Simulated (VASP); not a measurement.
# CsH in VASP: further runs

Runs on CsH. Level: LDA. Tasks: single point.

Program: VASP 6.6.1. These are calculated values, not measurements. Logs are shortened: lines on timing, memory, paths and dates and some standing lists are left out, and cuts for length are marked.

## 1. The cell of the first run

The structure is cubic, space group Fm-3m (No. 225). Conventional cell: a = 6.222 Å, b = 6.222 Å, c = 6.222 Å, α = 90.00°, β = 90.00°, γ = 90.00°. Cs (site symmetry m-3m) has 6 H at 3.11 Å within 4.1 Å. Within 4.1 Å of H (site symmetry m-3m) lie 6 Cs at 3.11 Å.

## 2. Single point, LDA (volume scaled by 1.06)

INCAR

```
PREC     = Accurate       # precision mode
ENCUT    = 520            # plane-wave cutoff, eV
EDIFF    = 1E-6           # SCF threshold, eV
ISMEAR   = 0              # smearing method
SIGMA    = 0.02           # smearing width, eV
LREAL    = False          # projectors in reciprocal space
LASPH    = True           # aspherical terms in the spheres
NELM     = 80             # most SCF steps
ALGO     = Normal         # electronic algorithm
ISIF     = 2              # what is computed and relaxed
LWAVE    = False          # write WAVECAR
LCHARG   = True           # write CHGCAR
GGA      = CA             # functional
LELF     = True           # ELF
LVHAR    = True         
NBANDS   = 12             # bands
```

KPOINTS

```
regular mesh
0
Gamma
  8 8 8
```

POSCAR

```
CsH
1.0
    0.0000000000      3.1109592711      3.1109592711
    3.1109592711      0.0000000000      3.1109592711
    3.1109592711      3.1109592711      0.0000000000
Cs H
1 1
Direct
    0.0000000000      0.0000000000      0.0000000000
    0.5000000000      0.5000000000      0.5000000000
```

Potentials or basis: VASP PAW LDA potentials, release 64 (Cs_sv, H).

Launch:

```console
$ cat potpaw_LDA.64/Cs_sv/POTCAR potpaw_LDA.64/H/POTCAR > POTCAR
$ mpirun -np 1 vasp_std > vasp.out
```

OUTCAR:

```text
PREC = Accurate
   ENCUT = 520
   EDIFF = 1E-6
   ISMEAR = 0
   LREAL = False
   LASPH = True
   NELM = 80
   ISIF = 2
   GGA = CA

 ion  position               nearest neighbor table
   1  0.000  0.000  0.000-
   2  0.500  0.500  0.500-

  LATTYP: Found a face centered cubic cell.
 ALAT       =     6.2219185422

  Lattice vectors:

 A1 = (   0.0000000000,   3.1109592711,   3.1109592711)
 A2 = (   3.1109592711,   0.0000000000,   3.1109592711)
 A3 = (   3.1109592711,   3.1109592711,   0.0000000000)

Analysis of symmetry for initial positions (statically):
=====================================================================
 Subroutine PRICEL returns:
 Original cell was already a primitive cell.

 Routine SETGRP: Setting up the symmetry group for a
 face centered cubic supercell.

 Subroutine GETGRP returns: Found 48 space group operations
 (whereof 48 operations were pure point group operations)
 out of a pool of 48 trial point group operations.

The static configuration has the point symmetry O_h .

Analysis of symmetry for dynamics (positions and initial velocities):
=====================================================================
 Subroutine PRICEL returns:
 Original cell was already a primitive cell.

 Routine SETGRP: Setting up the symmetry group for a
 face centered cubic supercell.

 Subroutine GETGRP returns: Found 48 space group operations
 (whereof 48 operations were pure point group operations)
 out of a pool of 48 trial point group operations.

The dynamic configuration has the point symmetry O_h .

 Subroutine INISYM returns: Found 48 space group operations
 (whereof 48 operations are pure point group operations),
 and found     1 'primitive' translations

----------------------------------------------------------------------------------------

                                     Primitive cell

  volume of cell :      60.2161

  direct lattice vectors                    reciprocal lattice vectors
     0.000000000  3.110959271  3.110959271    -0.160722130  0.160722130  0.160722130
     3.110959271  0.000000000  3.110959271     0.160722130 -0.160722130  0.160722130
     3.110959271  3.110959271  0.000000000     0.160722130  0.160722130 -0.160722130

  length of vectors
     4.399560793  4.399560793  4.399560793     0.278378895  0.278378895  0.278378895

  position of ions in fractional coordinates (direct lattice)
     0.000000000  0.000000000  0.000000000
     0.500000000  0.500000000  0.500000000

  ion indices of the primitive-cell ions
   primitive index   ion index
                 1           1
                 2           2

----------------------------------------------------------------------------------------

 KPOINTS: regular mesh

Automatic generation of k-mesh.
 Grid dimensions read from file:
 generate k-points for:    8    8    8

 Generating k-lattice:

  Cartesian coordinates                     Fractional coordinates (reciprocal lattice)
    -0.020090266  0.020090266  0.020090266     0.125000000  0.000000000  0.000000000
     0.020090266 -0.020090266  0.020090266     0.000000000  0.125000000  0.000000000
     0.020090266  0.020090266 -0.020090266     0.000000000  0.000000000  0.125000000

  Length of vectors
     0.034797362  0.034797362  0.034797362

  Shift w.r.t. Gamma in fractional coordinates (k-lattice)
     0.000000000  0.000000000  0.000000000

 Subroutine IBZKPT returns following result:
 ===========================================

 Found     29 irreducible k-points:

 Following reciprocal coordinates:
            Coordinates               Weight
  0.000000  0.000000  0.000000      1.000000
  0.125000  0.000000  0.000000      8.000000
  0.250000  0.000000  0.000000      8.000000
  0.375000  0.000000  0.000000      8.000000
  0.500000  0.000000  0.000000      4.000000
  0.125000  0.125000  0.000000      6.000000
[... 16 lines left out ...]
  0.500000  0.250000  0.125000     48.000000
 -0.375000  0.250000  0.125000     24.000000
 [... further k-points ...]
   k-points           NKPTS =     29   k-points in BZ     NKDIM =     29   number of bands    NBANDS=     12
   number of dos      NEDOS =    301   number of ions     NIONS =      2
   total plane-waves  NPLWV =  46656
   dimension x,y,z NGX =    36 NGY =   36 NGZ =   36
   dimension x,y,z NGXF=    72 NGYF=   72 NGZF=   72
   ions per type =               1   1
   NGX,Y,Z   is equivalent  to a cutoff of  13.60, 13.60, 13.60 a.u.
   NGXF,Y,Z  is equivalent  to a cutoff of  27.21, 27.21, 27.21 a.u.
 SYSTEM =  unknown system
   PREC   = accura    normal or accurate (medium, high low for compatibility)
   ISTART =      0    job   : 0-new  1-cont  2-samecut
   ICHARG =      2    charge: 1-file 2-atom 10-const
   ISPIN  =      1    spin polarized calculation?
   LNONCOLLINEAR =      F non collinear calculations
   LSORBIT =      F    spin-orbit coupling
   LASPH  =      T    aspherical Exc in radial PAW
   ENCUT  =  520.0 eV  38.22 Ry    6.18 a.u.   8.18  8.18  8.18*2*pi/ulx,y,z
   NELM   =     80;   NELMIN=  2; NELMDL= -5     # of ELM steps
   EDIFF  = 0.1E-05   stopping-criterion for ELM
   LREAL  =      F    real-space projection
   EDIFFG = 0.1E-04   stopping-criterion for IOM
   NSW    =      0    number of steps for IOM
   IBRION =     -1    ionic relax: 0-MD 1-quasi-New 2-CG
   NFREE  =      0    steps in history (QN), initial steepest desc. (CG)
   ISIF   =      2    stress and relaxation
   ISYM   =      2    0-nonsym 1-usesym 2-fastsym
   POTIM  = 0.5000    time-step for ionic-motion
   TEBEG  =    0.0;   TEEND  =   0.0 temperature during run
   PSTRESS=    0.0 pullay stress
   NELECT =      10.0000    total number of electrons
   NUPDOWN=      -1.0000    fix difference up-down
   EMIN   =  10.00;   EMAX   =-10.00  energy-range for DOS
   EFERMI =   0.00;   METHOD = LEGACY
   ISMEAR =     0;   SIGMA  =   0.02  broadening in eV -4-tet -1-fermi 0-gaus
   EFERMI_NEDOS =   21; number of points for ismear=-14 and -15
   IALGO  =     38    algorithm
   IMIX   =      4    mixing-type and parameters
     AMIX     =   0.40;   BMIX     =  1.00
     AMIX_MAG =   1.60;   BMIX_MAG =  1.00
  volume/ion in A,a.u.               =      30.11       203.18
  Fermi-wavevector in a.u.,A,eV,Ry     =   0.899851  1.700471 11.017065  0.809731
  Thomas-Fermi vector in A             =   2.022736
   LORBIT       =      0    0 simple, 1 ext, 2 COOP (PROOUT), +10 PAW based schemes
   GGA     = CA    functional components
   LHFCALC =     F    Hartree Fock is set to
   AEXX    =    0.0000 exact exchange contribution
   IVDW    =     0    specifies the selected vdW correction
   LEPSILON=     F    determine dielectric tensor
   LRPA    =     F    only Hartree local field effects (RPA)
 non-spin polarized calculation
 Gauss-broadening in eV      SIGMA  =   0.02
  energy-cutoff  :      520.00
  volume of cell :       60.22
 maximum number of plane-waves:      1639
 NGX is ok and might be reduce to    36

 number of electron      10.0000001 magnetization

 Free energy of the ion-electron system (eV)
  ---------------------------------------------------
  ext. energy  EPLUGINS =         0.00000000
  ---------------------------------------------------
  free energy    TOTEN  =        -4.91772567 eV

  energy without entropy =       -4.91772567  energy(sigma->0) =       -4.91772567

 E-fermi :   0.5145     XC(G=0):  -7.7973

 val. band max:        0.4129878292   @ k =   0.5000   0.0000   0.0000
 cond. band min:       2.2411090655   @ k =   0.5000   0.0000   0.0000
 fundamental gap:      1.8281212363
 Fermi energy:         0.5144985428

 k-point     1 :       0.0000    0.0000    0.0000
  band No.  band energies     occupation
      1     -21.0882      2.00000
      2      -7.4508      2.00000
      3      -7.4508      2.00000
      4      -7.4508      2.00000
      5      -1.6247      2.00000
      6       5.3737      0.00000
      7       5.3737      0.00000
      8       5.3737      0.00000
      9       6.3259      0.00000
     10       7.3281      0.00000
     11       7.3281      0.00000
     12       8.9773      0.00000

 k-point     2 :       0.1250    0.0000    0.0000
  band No.  band energies     occupation
      1     -21.0727      2.00000
      2      -7.6366      2.00000
      3      -7.4685      2.00000
      4      -7.4685      2.00000
      5      -1.3397      2.00000
      6       4.8499      0.00000
      7       5.5000      0.00000
      8       5.5000      0.00000
      9       6.0856      0.00000
     10       6.9708      0.00000
     11       6.9708      0.00000
     12       9.7211      0.00000

 k-point     3 :       0.2500    0.0000    0.0000
  band No.  band energies     occupation
      1     -21.0350      2.00000
      2      -8.0367      2.00000
      3      -7.5106      2.00000
      4      -7.5106      2.00000
      5      -0.6722      2.00000
      6       3.7247      0.00000
      7       5.4283      0.00000
      8       5.4283      0.00000
      9       6.2113      0.00000
     10       7.0557      0.00000
     11       7.0557      0.00000
     12      11.3469      0.00000
[... 286 lines left out ...]
 k-point    23 :       0.5000    0.2500    0.1250
  band No.  band energies     occupation
      1     -20.9761      2.00000
      2      -8.2896      2.00000
      3      -7.8101      2.00000
      4      -7.6273      2.00000
      5      -0.1982      2.00000
      6       3.3472      0.00000
      7       4.3706      0.00000
      8       5.7207      0.00000
      9       7.1885      0.00000
     10       8.2448      0.00000
     11       9.3816      0.00000
     12      10.3695      0.00000

 k-point    24 :      -0.3750    0.2500    0.1250
  band No.  band energies     occupation
      1     -20.9632      2.00000
      2      -8.3634      2.00000
      3      -7.8433      2.00000
      4      -7.6586      2.00000
      5      -0.0876      2.00000
      6       3.1021      0.00000
      7       4.6736      0.00000
      8       5.6066      0.00000
      9       7.8542      0.00000
     10       8.0221      0.00000
     11       9.6740      0.00000
     12       9.8467      0.00000

 [... further k-points ...]
[... 5 lines left out ...]
  --------------------------------------------------------------------------------------
  -------------------------------------------------------------------------------------
  Total       -0.2306266     -0.2306266     -0.2306266     -0.0000000      0.0000000     -0.0000000
  in kB       -6.1363053     -6.1363053     -6.1363053     -0.0000000      0.0000000     -0.0000000
  external PRESSURE =      -6.1363053 kB  Pullay stress =       0.0000000 kB

 VOLUME and BASIS-vectors are now :
 -----------------------------------------------------------------------------
  energy-cutoff  :      520.00
  volume of cell :       60.22
      direct lattice vectors                 reciprocal lattice vectors
     0.000000000  3.110959271  3.110959271    -0.160722130  0.160722130  0.160722130
     3.110959271  0.000000000  3.110959271     0.160722130 -0.160722130  0.160722130
     3.110959271  3.110959271  0.000000000     0.160722130  0.160722130 -0.160722130

 POSITION                                       TOTAL-FORCE (eV/Angst)
 -----------------------------------------------------------------------------------
      0.00000      0.00000      0.00000        -0.000000     -0.000000     -0.000000
      3.11096      3.11096      3.11096         0.000000      0.000000      0.000000
 -----------------------------------------------------------------------------------
    total drift:                               -0.000000      0.000000      0.000000

  FREE ENERGIE OF THE ION-ELECTRON SYSTEM (eV)
  ---------------------------------------------------
  free  energy   TOTEN  =        -4.9177256693 eV

  energy  without entropy=       -4.9177256693  energy(sigma->0) =       -4.91772567
```

Run time: 22 s. Hardware: 1 thread of AMD EPYC 7R13 (Zen 3), shared host; peak memory 0.15 GiB.

What came out:

* Free energy: -4.9177 eV
* Pressure: -0.6 GPa
* Band gap on the k mesh: 1.83 eV, direct

Levels at points of the mesh, in eV from the valence-band top:
| k point | band 2 | band 3 | band 4 | band 5 | band 6 | band 7 | band 8 | band 9 |
| --- | --- | --- | --- | --- | --- | --- | --- | --- |
| (0.00, 0.00, 0.00) | -7.86 | -7.86 | -7.86 | -2.04 | 4.96 | 4.96 | 4.96 | 5.91 |
| (0.50, 0.00, 0.00) | -8.94 | -7.98 | -7.98 | 0.00 | 1.83 | 4.50 | 4.50 | 7.21 |
| (0.50, 0.50, 0.00) | -8.78 | -8.21 | -8.21 | -1.45 | 2.69 | 5.59 | 8.20 | 8.36 |

Caveat: spin-orbit coupling is left out, which moves the levels of the heavy elements. A k mesh can miss the band edges.

## 3. Single point, LDA

This run uses another cell than the first one: it holds 4 atoms, not 2.

INCAR

```
PREC = Accurate
ENCUT = 520
EDIFF = 1E-6
ISMEAR = 0
SIGMA = 0.02
LREAL = False
LASPH = True
NELM = 80
ALGO = Normal
ISIF = 2
LWAVE = False
LCHARG = False
NBANDS = 18
```

KPOINTS

```
regular mesh
0
Gamma
  6 6 6
```

POSCAR

```
CsH
1.0
    3.0511182201      3.0511182201      0.0000000000
   -3.0511182201      3.0511182201      0.0000000000
    0.0000000000      0.0000000000      6.1022364402
Cs H
2 2
Direct
    0.0000000000      0.0000000000      0.0000000000
    0.5000000000      0.5000000000      0.5000000000
    0.5000000000      0.5000000000      0.0000000000
    0.0000000000      0.0000000000      0.5000000000
```

Potentials or basis: VASP PAW LDA potentials, release 64 (Cs_sv, H).

Launch:

```console
$ cat potpaw_LDA.64/Cs_sv/POTCAR potpaw_LDA.64/H/POTCAR > POTCAR
$ mpirun -np 1 vasp_std > vasp.out
```

Run time: 21 s. Hardware: 1 thread of Intel Xeon Platinum 8559C (Emerald Rapids), shared host; peak memory 0.22 GiB.

The run converged. Its results:

```yaml
Free_energy: -9.8467 eV
Pressure: 0.0 GPa
Band_gap_on_the_k_mesh: 1.73 eV
```

Levels at points of the mesh, in eV from the valence-band top:
```
           k point  band 7  band 8  band 9  band 10  band 11  band 12  band 13  band 14
(0.00, 0.00, 0.00)   -7.85   -7.85   -2.18    -1.65     2.53     4.93     4.93     4.93
(0.50, 0.00, 0.00)   -7.99   -7.99   -0.57    -0.57     2.88     2.88     3.84     3.84
(0.50, 0.50, 0.00)   -8.25   -8.25   -1.65    -1.65     2.53     2.53     5.83     5.83
(0.00, 0.00, 0.50)   -8.06   -8.06   -1.27    -1.27     3.39     3.39     4.16     4.16
(0.50, 0.00, 0.50)   -7.99   -7.99    0.00     0.00     1.73     1.73     4.45     4.45
(0.50, 0.50, 0.50)   -8.33   -8.33   -1.04    -1.04     3.91     3.91     3.91     3.91
```

Caveat: spin-orbit coupling is left out, which moves the levels of the heavy elements. A k mesh can miss the band edges.

(Continued in part 2 of 2.)
